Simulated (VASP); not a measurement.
# AlNi (C2/m) in VASP: single point with r2SCAN

Aim: the single point of AlNi with r2SCAN.

All numbers are computed with VASP 6.6.1; they aren't measurements. Logs are shortened: lines on timing, memory, paths and dates and some standing lists are left out, and cuts for length are marked.

## (1) The cell of the first run

The typed cell holds 2 atoms: a = 2.696 Å, b = 2.696 Å, c = 4.176 Å, α = 108.78°, β = 108.78°, γ = 60.04°.

## (2) Single point, r2SCAN

POSCAR

```
AlNi
1.0
    2.3337190668     -1.3489006963     -0.0527478792
    2.3337190668      1.3489006963     -0.0527478792
   -1.4649060586      0.0000000000      3.9101084832
Al Ni
1 1
Direct
    0.0000000000      0.0000000000      0.0000000000
    0.5000000000      0.5000000000      0.5000000000
```

INCAR.step1

```
SYSTEM = AlNi
PREC = Accurate
ENCUT = 520
ISMEAR = 0
SIGMA = 0.1
LREAL = .FALSE.
LASPH = .TRUE.
NELM = 100
NBANDS = 14
GGA = PE
ALGO = Normal
EDIFF = 1E-4
LWAVE = .TRUE.
LCHARG = .FALSE.
```

INCAR.step2

```
SYSTEM = AlNi
PREC = Accurate
ENCUT = 520
EDIFF = 1E-6
ISMEAR = 0
SIGMA = 0.1
LREAL = .FALSE.
LASPH = .TRUE.
NELM = 100
ALGO = Normal
ISIF = 2
LWAVE = .FALSE.
LCHARG = .FALSE.
METAGGA = R2SCAN
LMIXTAU = .TRUE.
NBANDS = 14
ISTART = 1
```

KPOINTS

```
regular mesh
0
G
  24 24 14
  0 0 0
```

Potentials or basis: VASP PAW PBE potentials, release 64 (Al, Ni).

Command:

```
> cat potpaw_PBE.64/Al/POTCAR potpaw_PBE.64/Ni/POTCAR > POTCAR
> cp INCAR.step1 INCAR
> mpirun -np 1 vasp_std > vasp.out
> cp INCAR.step2 INCAR
> mpirun -np 1 vasp_std > vasp.out
```

OUTCAR:

```text
SYSTEM = AlNi
   PREC = Accurate
   ENCUT = 520
   EDIFF = 1E-6
   ISMEAR = 0
   LREAL = .FALSE.
   LASPH = .TRUE.
   NELM = 100
   ISIF = 2
   METAGGA = R2SCAN
   ISTART = 1

 ion  position               nearest neighbor table
   1  0.000  0.000  0.000-   2 2.49   2 2.49   2 2.49   2 2.49   2 2.49   2 2.49
   2  0.500  0.500  0.500-   1 2.49   1 2.49   1 2.49   1 2.49   1 2.49   1 2.49

  LATTYP: Found a base centered monoclinic cell.
 ALAT       =     4.6686302152
 B/A-ratio  =     0.5778571590
 C/A-ratio  =     0.8943761930
 COS(beta)  =    -0.3719035574

  Lattice vectors:

 A1 = (   2.3337190668,  -1.3489006963,  -0.0527478792)
 A2 = (   2.3337190668,   1.3489006963,  -0.0527478792)
 A3 = (  -1.4649060586,   0.0000000000,   3.9101084832)

Analysis of symmetry for initial positions (statically):
=====================================================================
 Subroutine PRICEL returns:
 Original cell was already a primitive cell.

 Routine SETGRP: Setting up the symmetry group for a
 base centered monoclinic supercell.

 Subroutine GETGRP returns: Found  4 space group operations
 (whereof  4 operations were pure point group operations)
 out of a pool of  4 trial point group operations.

The static configuration has the point symmetry C_2h.

Analysis of symmetry for dynamics (positions and initial velocities):
=====================================================================
 Subroutine PRICEL returns:
 Original cell was already a primitive cell.

 Routine SETGRP: Setting up the symmetry group for a
 base centered monoclinic supercell.

 Subroutine GETGRP returns: Found  4 space group operations
 (whereof  4 operations were pure point group operations)
 out of a pool of  4 trial point group operations.

The dynamic configuration has the point symmetry C_2h.

 Subroutine INISYM returns: Found  4 space group operations
 (whereof  4 operations are pure point group operations),
 and found     1 'primitive' translations

----------------------------------------------------------------------------------------

                                     Primitive cell

  volume of cell :      24.4092

  direct lattice vectors                    reciprocal lattice vectors
     2.333719067 -1.348900696 -0.052747879     0.216080047 -0.370672208  0.080953501
     2.333719067  1.348900696 -0.052747879     0.216080047  0.370672208  0.080953501
    -1.464906059  0.000000000  3.910108483     0.005829897  0.000000000  0.257931527

  length of vectors
     2.696026726  2.696026726  4.175511718     0.436625631  0.436625631  0.257997403

  position of ions in fractional coordinates (direct lattice)
     0.000000000  0.000000000  0.000000000
     0.500000000  0.500000000  0.500000000

  ion indices of the primitive-cell ions
   primitive index   ion index
                 1           1
                 2           2

----------------------------------------------------------------------------------------

 KPOINTS: regular mesh

Automatic generation of k-mesh.
 Grid dimensions read from file:
 generate k-points for:   24   24   14

 Generating k-lattice:

  Cartesian coordinates                     Fractional coordinates (reciprocal lattice)
     0.009003335 -0.015444675  0.003373063     0.041666667  0.000000000  0.000000000
     0.009003335  0.015444675  0.003373063     0.000000000  0.041666667  0.000000000
     0.000416421  0.000000000  0.018423680    -0.000000000 -0.000000000  0.071428571

  Length of vectors
     0.018192735  0.018192735  0.018428386

  Shift w.r.t. Gamma in fractional coordinates (k-lattice)
     0.000000000  0.000000000  0.000000000

 Subroutine IBZKPT returns following result:
 ===========================================

 Found   2114 irreducible k-points:

 Following reciprocal coordinates:
            Coordinates               Weight
  0.000000  0.000000  0.000000      1.000000
  0.041667  0.000000  0.000000      4.000000
  0.083333  0.000000 -0.000000      4.000000
  0.125000 -0.000000  0.000000      4.000000
  0.166667 -0.000000  0.000000      4.000000
  0.208333  0.000000  0.000000      4.000000
[... 16 lines left out ...]
  0.416667  0.041667  0.000000      4.000000
  0.458333  0.041667  0.000000      4.000000
 [... further k-points ...]
   k-points           NKPTS =   2114   k-points in BZ     NKDIM =   2114   number of bands    NBANDS=     14
   number of dos      NEDOS =    301   number of ions     NIONS =      2
   total plane-waves  NPLWV =  12800
   dimension x,y,z NGX =    20 NGY =   20 NGZ =   32
   dimension x,y,z NGXF=    40 NGYF=   40 NGZF=   64
   ions per type =               1   1
   NGX,Y,Z   is equivalent  to a cutoff of  12.33, 12.33, 12.74 a.u.
   NGXF,Y,Z  is equivalent  to a cutoff of  24.67, 24.67, 25.48 a.u.
 SYSTEM =  AlNi
   PREC   = accura    normal or accurate (medium, high low for compatibility)
   ISTART =      1    job   : 0-new  1-cont  2-samecut
   ICHARG =      0    charge: 1-file 2-atom 10-const
   ISPIN  =      1    spin polarized calculation?
   LNONCOLLINEAR =      F non collinear calculations
   LSORBIT =      F    spin-orbit coupling
   LASPH  =      T    aspherical Exc in radial PAW
   ENCUT  =  520.0 eV  38.22 Ry    6.18 a.u.   5.01  5.01  7.76*2*pi/ulx,y,z
   NELM   =    100;   NELMIN=  2; NELMDL=  0     # of ELM steps
   EDIFF  = 0.1E-05   stopping-criterion for ELM
   LREAL  =      F    real-space projection
   EDIFFG = 0.1E-04   stopping-criterion for IOM
   NSW    =      0    number of steps for IOM
   IBRION =     -1    ionic relax: 0-MD 1-quasi-New 2-CG
   NFREE  =      0    steps in history (QN), initial steepest desc. (CG)
   ISIF   =      2    stress and relaxation
   ISYM   =      2    0-nonsym 1-usesym 2-fastsym
   POTIM  = 0.5000    time-step for ionic-motion
   TEBEG  =    0.0;   TEEND  =   0.0 temperature during run
   PSTRESS=    0.0 pullay stress
   NELECT =      13.0000    total number of electrons
   NUPDOWN=      -1.0000    fix difference up-down
   EMIN   =  10.00;   EMAX   =-10.00  energy-range for DOS
   EFERMI =   0.00;   METHOD = LEGACY
   ISMEAR =     0;   SIGMA  =   0.10  broadening in eV -4-tet -1-fermi 0-gaus
   EFERMI_NEDOS =   21; number of points for ismear=-14 and -15
   IALGO  =     38    algorithm
   IMIX   =      4    mixing-type and parameters
     AMIX     =   0.40;   BMIX     =  1.00
     AMIX_MAG =   1.60;   BMIX_MAG =  1.00
  volume/ion in A,a.u.               =      12.20        82.36
  Fermi-wavevector in a.u.,A,eV,Ry     =   1.327001  2.507668 23.958929  1.760932
  Thomas-Fermi vector in A             =   2.456346
   LORBIT       =      0    0 simple, 1 ext, 2 COOP (PROOUT), +10 PAW based schemes
   METAGGA = R2SCAN    functional components
   LHFCALC =     F    Hartree Fock is set to
   AEXX    =    0.0000 exact exchange contribution
   IVDW    =     0    specifies the selected vdW correction
   LEPSILON=     F    determine dielectric tensor
   LRPA    =     F    only Hartree local field effects (RPA)
 non-spin polarized calculation
 Gauss-broadening in eV      SIGMA  =   0.10
  energy-cutoff  :      520.00
  volume of cell :       24.41
 maximum number of plane-waves:       671
   NGX =  9   NGY =  9   NGZ = 15

 number of electron      13.0000011 magnetization

 Free energy of the ion-electron system (eV)
  ---------------------------------------------------
  ext. energy  EPLUGINS =         0.00000000
  ---------------------------------------------------
  free energy    TOTEN  =       -19.51573112 eV

  energy without entropy =      -19.51219316  energy(sigma->0) =      -19.51396214

 E-fermi :   9.4346     XC(G=0): -12.8859

 val. band max:        9.4344026285   @ k =  -0.1250   0.3750   0.4286
 cond. band min:       9.4432819602   @ k =   0.5000   0.1250   0.1429
 fundamental gap:      0.0088793318
 Fermi energy:         9.4345517426

 k-point     1 :       0.0000    0.0000    0.0000
  band No.  band energies     occupation
      1      -2.1218      2.00000
      2       5.6779      2.00000
      3       7.4617      2.00000
      4       7.6804      2.00000
      5       7.6855      2.00000
      6       8.0377      2.00000
      7       8.0398      2.00000
      8      12.3376      0.00000
      9      24.8097      0.00000
     10      24.8410      0.00000
     11      25.6251      0.00000
     12      25.6552      0.00000
     13      27.7239      0.00000
     14      30.1197      0.00000

 k-point     2 :       0.0417    0.0000    0.0000
  band No.  band energies     occupation
      1      -2.0695      2.00000
      2       5.7012      2.00000
      3       7.3227      2.00000
      4       7.6726      2.00000
      5       7.7035      2.00000
      6       8.0333      2.00000
      7       8.2033      2.00000
      8      12.3711      0.00000
      9      23.6892      0.00000
     10      24.3108      0.00000
     11      25.7854      0.00000
     12      26.2488      0.00000
     13      28.1912      0.00000
     14      29.1260      0.00000

 k-point     3 :       0.0833    0.0000   -0.0000
  band No.  band energies     occupation
      1      -1.9130      2.00000
      2       5.7675      2.00000
      3       7.0950      2.00000
      4       7.6266      2.00000
      5       7.7598      2.00000
      6       8.0160      2.00000
      7       8.5287      2.00000
      8      12.4735      0.00000
      9      21.9865      0.00000
     10      23.5993      0.00000
     11      25.4260      0.00000
     12      27.1292      0.00000
     13      27.1564      0.00000
     14      28.7522      0.00000
[... 324 lines left out ...]
 k-point    23 :       0.4167    0.0417    0.0000
  band No.  band energies     occupation
      1       2.3366      2.00000
      2       5.8074      2.00000
      3       6.5395      2.00000
      4       7.0214      2.00000
      5       7.6859      2.00000
      6       8.8400      2.00000
      7      10.7020      0.00000
      8      11.2239      0.00000
      9      16.9249      0.00000
     10      17.1417      0.00000
     11      20.0714      0.00000
     12      21.9347      0.00000
     13      22.7038      0.00000
     14      25.2041      0.00000

 k-point    24 :       0.4583    0.0417    0.0000
  band No.  band energies     occupation
      1       3.1294      2.00000
      2       5.7948      2.00000
      3       6.1498      2.00000
      4       6.9166      2.00000
      5       7.6603      2.00000
      6       8.9315      2.00000
      7      10.1738      0.00000
      8      11.6913      0.00000
      9      16.1463      0.00000
     10      17.5428      0.00000
     11      20.1587      0.00000
     12      21.6580      0.00000
     13      22.5086      0.00000
     14      24.0778      0.00000

 [... further k-points ...]

------------------------ aborting loop because EDIFF is reached ----------------------------------------

  FORCE on cell =-STRESS in cart. coord.  units (eV):
  Direction    XX          YY          ZZ          XY          YZ          ZX
  --------------------------------------------------------------------------------------
  -------------------------------------------------------------------------------------
  Total       -0.0251766     -0.0272727     -0.0641533      0.0000000      0.0000000     -0.0031303
  in kB       -1.6525436     -1.7901319     -4.2109061      0.0000000      0.0000000     -0.2054662
  external PRESSURE =      -2.5511939 kB  Pullay stress =       0.0000000 kB

 VOLUME and BASIS-vectors are now :
 -----------------------------------------------------------------------------
  energy-cutoff  :      520.00
  volume of cell :       24.41
      direct lattice vectors                 reciprocal lattice vectors
     2.333719067 -1.348900696 -0.052747879     0.216080047 -0.370672208  0.080953501
     2.333719067  1.348900696 -0.052747879     0.216080047  0.370672208  0.080953501
    -1.464906059  0.000000000  3.910108483     0.005829897  0.000000000  0.257931527

 POSITION                                       TOTAL-FORCE (eV/Angst)
 -----------------------------------------------------------------------------------
      0.00000      0.00000      0.00000        -0.000000      0.000000      0.000000
      1.60127      0.00000      1.90231         0.000000     -0.000000      0.000000
 -----------------------------------------------------------------------------------
    total drift:                                0.000000      0.000000      0.000000

  FREE ENERGIE OF THE ION-ELECTRON SYSTEM (eV)
  ---------------------------------------------------
  free  energy   TOTEN  =       -19.5157311151 eV

  energy  without entropy=      -19.5121931637  energy(sigma->0) =      -19.51396214
```

Run time: 68 min. Hardware: 1 thread of Oxide Virtual Turin-like, shared host; peak memory 0.75 GiB.

What came out:

```
Free energy            : -19.5157 eV
Pressure               : -0.3 GPa
Band gap on the k mesh : zero (an odd number of electrons rules out a gap without spin polarisation)
```

Caveat: the PAW data sets were made with another functional, which shifts forces and pressure a little.
